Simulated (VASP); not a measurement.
Write the native input for VASP 6.6.1 that does the following.

- Task: single point
- Functional: PBEsol
- Dispersion: D3(BJ)
- Potentials or basis: VASP PAW PBE potentials, release 64 (Zn, S)
- Cutoff: 520 eV
- k mesh: 9 × 9 × 9
- Occupations: fermi-dirac, width 0.05 eV
- Spin: no spin polarisation
- Dipole correction: no
- Further INCAR settings: ALGO = Normal; EDIFF = 1e-06; NBANDS = 16

The structure of ZnS lies in POSCAR:

```
ZnS
1.0
    0.0000000000      2.6538232004      2.6538232004
    2.6538232004      0.0000000000      2.6538232004
    2.6538232004      2.6538232004      0.0000000000
Zn S
1 1
Direct
    0.7500000000      0.7500000000      0.7500000000
    0.0000000000      0.0000000000      0.0000000000
```

One way to write it, as run:

INCAR

```
SYSTEM = ZnS
ALGO = Normal
EDIFF = 1E-6
ENCUT = 520
GGA = PS
ISIF = 2
ISMEAR = -1
IVDW = 12
LASPH = .TRUE.
LCHARG = .TRUE.
LELF = .TRUE.
LREAL = .FALSE.
LVHAR = .TRUE.
LWAVE = .FALSE.
NBANDS = 16
NELM = 100
PREC = Accurate
SIGMA = 0.05
```

KPOINTS

```
k-points
0
G
  9 9 9
  0 0 0
```

Potentials or basis: VASP PAW PBE potentials, release 64 (Zn, S).

Run with:

```bash
$ cat potpaw_PBE.64/Zn/POTCAR potpaw_PBE.64/S/POTCAR > POTCAR
$ mpirun -np 1 vasp_std > vasp.out
```

It gave:

* Pressure: 0.2 GPa
* Band gap on the k mesh: 2.21 eV
* Dispersion energy per atom: -0.273 eV

Caveat: the PAW data sets were made with another functional, which shifts forces and pressure a little.

It used 38 s of CPU time on 1 thread of AMD EPYC 7R13 Processor (Zen 3), with other jobs on the host.
